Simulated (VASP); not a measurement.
# WC (P1) in VASP: notebook, part 2 of 2

VASP 6.6.1.

### Step 3. Single point, PBE

This run uses another cell than the first one, of 10.78 Å³/atom.

File INCAR:

```
  PREC = Accurate
  ENCUT = 1300
  EDIFF = 1E-6
  ISMEAR = -1
  SIGMA = 0.1
  LREAL = False
  LASPH = True
  NELM = 120
  ALGO = Normal
  ISIF = 2
  LWAVE = False
  LCHARG = True
  GGA = PE
  LELF = True
  LVHAR = True
  NBANDS = 16
  GGA_COMPAT = False
```

File KPOINTS:

```
Automatic mesh
0
Gamma
  8 8 7
```

File POSCAR:

```
WC
1.0
    2.8177400000      0.0002800000      0.0398600000
   -1.4086300000      2.5900600000     -0.0575100000
    0.0389000000     -0.0423500000      2.9543600000
W C
1 1
Direct
    0.0075700000      0.0135300000      0.0003800000
    0.6785300000      0.3358700000      0.4501900000
```

Potentials or basis: VASP PAW PBE potentials, release 64 (W_sv, C_h).

The run is started by

```bash
cat potpaw_PBE.64/W_sv/POTCAR potpaw_PBE.64/C_h/POTCAR > POTCAR
mpirun -np 1 vasp_std > vasp.out
```

OUTCAR:

```text
PREC = Accurate
   ENCUT = 1300
   EDIFF = 1E-6
   ISMEAR = -1
   LREAL = False
   LASPH = True
   NELM = 120
   ISIF = 2
   GGA = PE

 ion  position               nearest neighbor table
   1  0.008  0.014  0.000-   2 2.05   2 2.14   2 2.23   2 2.31   2 2.33   2 2.36
   2  0.679  0.336  0.450-   1 2.05   1 2.14   1 2.23   1 2.31   1 2.33   1 2.36

  LATTYP: Found a triclinic cell.
 ALAT       =     6.5026606618
 B/A-ratio  =     0.6380289245
 C/A-ratio  =     1.4579289793
 COS(alpha) =     0.0067254154
 COS(beta)  =     0.5965852290
 COS(gamma) =     0.8021071331

  Lattice vectors:

 A1 = (   1.3308300000,  -2.5053600000,  -5.8512100000)
 A2 = (  -1.4480100000,  -2.5479900000,  -2.9367100000)
 A3 = (   6.9667900000,   2.6756000000,  -5.8466500000)

Analysis of symmetry for initial positions (statically):
=====================================================================
 Subroutine PRICEL returns:
 Original cell was already a primitive cell.

 Routine SETGRP: Setting up the symmetry group for a
 triclinic supercell.

 Subroutine GETGRP returns: Found  1 space group operations
 (whereof  1 operations were pure point group operations)
 out of a pool of  2 trial point group operations.

The static configuration has the point symmetry C_1 .

Analysis of symmetry for dynamics (positions and initial velocities):
=====================================================================
 Subroutine PRICEL returns:
 Original cell was already a primitive cell.

 Routine SETGRP: Setting up the symmetry group for a
 triclinic supercell.

 Subroutine GETGRP returns: Found  1 space group operations
 (whereof  1 operations were pure point group operations)
 out of a pool of  2 trial point group operations.

[... 114 lines left out ...]
   EFERMI =   0.00;   METHOD = LEGACY
   ISMEAR =    -1;   SIGMA  =   0.10  broadening in eV -4-tet -1-fermi 0-gaus
   EFERMI_NEDOS =   21; number of points for ismear=-14 and -15
   IALGO  =     38    algorithm
   IMIX   =      4    mixing-type and parameters
     AMIX     =   0.40;   BMIX     =  1.00
     AMIX_MAG =   1.60;   BMIX_MAG =  1.00
  volume/ion in A,a.u.               =      10.78        72.73
  Fermi-wavevector in a.u.,A,eV,Ry     =   1.541666  2.913326 32.337418  2.376733
  Thomas-Fermi vector in A             =   2.647579
   LORBIT       =      0    0 simple, 1 ext, 2 COOP (PROOUT), +10 PAW based schemes
   GGA     = PE    functional components
   LHFCALC =     F    Hartree Fock is set to
   AEXX    =    0.0000 exact exchange contribution
   IVDW    =     0    specifies the selected vdW correction
   LEPSILON=     F    determine dielectric tensor
   LRPA    =     F    only Hartree local field effects (RPA)
 non-spin polarized calculation
  energy-cutoff  :     1300.00
  volume of cell :       21.55
 maximum number of plane-waves:      2311
 NGX is ok and might be reduce to    36
   NGX = 17   NGY = 17   NGZ = 17

 number of electron      18.0000000 magnetization

 Free energy of the ion-electron system (eV)
  ---------------------------------------------------
  ext. energy  EPLUGINS =         0.00000000
  ---------------------------------------------------
  free energy    TOTEN  =       -22.14539227 eV

  energy without entropy =      -22.13837309  energy(sigma->0) =      -22.14188268

 E-fermi :  10.9350     XC(G=0): -13.6121

 val. band max:       10.8952104225   @ k =   0.0000   0.0000   0.0000
 cond. band min:      10.9867245308   @ k =   0.5000   0.5000   0.4286
 fundamental gap:      0.0915141083
 Fermi energy:        10.9349969857

 k-point     1 :       0.0000    0.0000    0.0000
  band No.  band energies     occupation
      1     -63.1743      2.00000
      2     -27.2464      2.00000
      3     -27.0927      2.00000
      4     -26.9624      2.00000
      5      -3.2701      2.00000
      6       6.3986      2.00000
[... 433 lines left out ...]
      3     -27.4580      2.00000
      4     -27.1247      2.00000
      5       0.5134      2.00000
      6       4.5551      2.00000
[... 8 lines left out ...]
     15      24.8086      0.00000
     16      27.6079      0.00000

 [... further k-points ...]

------------------------ aborting loop because EDIFF is reached ----------------------------------------

  FORCE on cell =-STRESS in cart. coord.  units (eV):
  Direction    XX          YY          ZZ          XY          YZ          ZX
  --------------------------------------------------------------------------------------
  -------------------------------------------------------------------------------------
  Total        3.2615619     -1.5107261     -2.6608178     -0.4022958      1.5570380     -1.3113374
  in kB      242.4431098   -112.2974659   -197.7877329    -29.9040280    115.7399897    -97.4762200
  external PRESSURE =     -22.5473630 kB  Pullay stress =       0.0000000 kB

 VOLUME and BASIS-vectors are now :
 -----------------------------------------------------------------------------
  energy-cutoff  :     1300.00
  volume of cell :       21.55
      direct lattice vectors                 reciprocal lattice vectors
     2.817740000  0.000280000  0.039860000     0.354902145  0.192974739 -0.001906746
    -1.408630000  2.590060000 -0.057510000    -0.000116698  0.386150917  0.005536912
     0.038900000 -0.042350000  2.954360000    -0.004790584  0.004913269  0.338616293

 POSITION                                       TOTAL-FORCE (eV/Angst)
 -----------------------------------------------------------------------------------
      0.00229      0.03503      0.00065         0.746126     -0.814540     -1.773575
      1.45632      0.85105      1.33775        -0.746126      0.814540      1.773575
 -----------------------------------------------------------------------------------
    total drift:                               -0.000036     -0.000001      0.000501

  FREE ENERGIE OF THE ION-ELECTRON SYSTEM (eV)
  ---------------------------------------------------
  free  energy   TOTEN  =       -22.1453922706 eV

  energy  without entropy=      -22.1383730866  energy(sigma->0) =      -22.14188268
```

OSZICAR:

```text
N       E                     dE             d eps       ncg     rms          rms(c)
DAV:   1     0.173461660563E+03    0.17346E+03   -0.16127E+04  7232   0.241E+03
DAV:   2    -0.185135236101E+02   -0.19198E+03   -0.18479E+03  8664   0.508E+02
DAV:   3    -0.251524827692E+02   -0.66390E+01   -0.65616E+01  8256   0.770E+01
DAV:   4    -0.252091307296E+02   -0.56648E-01   -0.56637E-01  9184   0.791E+00
DAV:   5    -0.252095021392E+02   -0.37141E-03   -0.37141E-03  8336   0.663E-01    0.307E+01
DAV:   6    -0.222659589557E+02    0.29435E+01   -0.59550E+00 10720   0.262E+01    0.783E+00
DAV:   7    -0.221744994138E+02    0.91460E-01   -0.55911E-01  7808   0.609E+00    0.599E+00
DAV:   8    -0.221463140668E+02    0.28185E-01   -0.88738E-02  8416   0.286E+00    0.748E-01
DAV:   9    -0.221454496072E+02    0.86446E-03   -0.29706E-03  7856   0.525E-01    0.132E-01
DAV:  10    -0.221453906950E+02    0.58912E-04   -0.41395E-04  9256   0.234E-01    0.154E-02
DAV:  11    -0.221453924920E+02   -0.17970E-05   -0.18369E-05  8080   0.459E-02    0.129E-02
DAV:  12    -0.221453922706E+02    0.22138E-06   -0.14579E-06  6472   0.138E-02
   1 F= -.22145392E+02 E0= -.22141883E+02  d E =-.701918E-02
```

Run time: 2.3 min. Hardware: 1 thread of Intel Xeon Platinum 8488C (Sapphire Rapids), shared host; peak memory 0.44 GiB.

Results:

| Item | Value |
| --- | --- |
| Free energy | -22.1454 eV |
| Pressure | -2.3 GPa |
| Largest force | 2.089 eV/Å |
| Band gap on the k mesh | zero (bands 9 and 10 overlap by 0.49 eV) |

Forces in eV/Å, atoms in the order of the input:
```
W    0.746 -0.815 -1.774
C   -0.746  0.815  1.774
```

Stress tensor (GPa, compression positive):
```
 24.24  -2.99  -9.75
 -2.99 -11.23  11.57
 -9.75  11.57 -19.78
```

Caveat: the stress differs along the axes, from -20 to 24 GPa; spin-orbit coupling is left out, which moves the levels of the heavy elements; forces of over 1 eV/Å act on the atoms, so gaps and moduli don't describe the material at rest.

The gap in the log of VASP goes by the Fermi energy; the results here count the filled bands.